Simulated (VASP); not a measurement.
The system is Be.

```xyz
2
Lattice="1.5694 -1.7126 0.0000 1.5694 1.7126 0.0000 0.0000 0.0000 3.6202" Properties=species:S:1:pos:R:3 pbc="T T T"
Be    1.5694    0.8563    0.9171
Be    1.5694   -0.8563    2.7031
```

* Program: VASP 6.6.1
* Task: relaxation of cell and atoms
* Functional: PBE
* Potentials or basis: VASP PAW PBE potentials, release 64 (Be)
* Cutoff: 600 eV
* k mesh: 8 × 8 × 6
* Occupations: gaussian, width 0.1 eV
* Spin: no spin polarisation

At the start: pressure -17.4 GPa; volume 9.73 Å³/atom.

Question: How do energy, volume and symmetry change on relaxing?

Answer: Over 11 steps the energy falls by 145.8 meV/atom and the volume is 7.90 Å³/atom (-18.8 %); space group I4/mmm (No. 139, to 0.05 Å).

The path:
| step | energy change (eV) | largest force (eV/Å) | pressure (GPa) | volume (Å³) |
| --- | --- | --- | --- | --- |
| 1 | 0.0000 | 0.0530 | -17.38 | 19.46 |
| 2 | -0.2431 | 0.0799 | -5.39 | 16.63 |
| 3 | -0.2616 | 0.0758 | -0.53 | 15.87 |
| 4 | -0.2624 | 0.0755 | 0.78 | 15.70 |
| 5 | -0.2781 | 0.0440 | 0.78 | 15.68 |
| 6 | -0.2856 | 0.1065 | 1.29 | 15.58 |
| 7 | -0.2895 | 0.0630 | 1.14 | 15.61 |
| 8 | -0.2899 | 0.0209 | 1.04 | 15.64 |
| 9 | -0.2903 | 0.0419 | 1.15 | 15.62 |
| 10 | -0.2904 | 0.0371 | 1.13 | 15.63 |
| 11 | -0.2916 | 0.0086 | -0.29 | 15.80 |

Final structure:
```
CELL_PARAMETERS angstrom
1.55817 -1.58764 0.00000
1.55817 1.58764 0.00000
0.00000 0.00000 3.19435
ATOMIC_POSITIONS crystal
Be 0.25000 0.75000 0.24977
Be 0.75000 0.25000 0.75023
```

Caveat: the volume moved by over 15 % at a fixed basis, so the end points are rough.
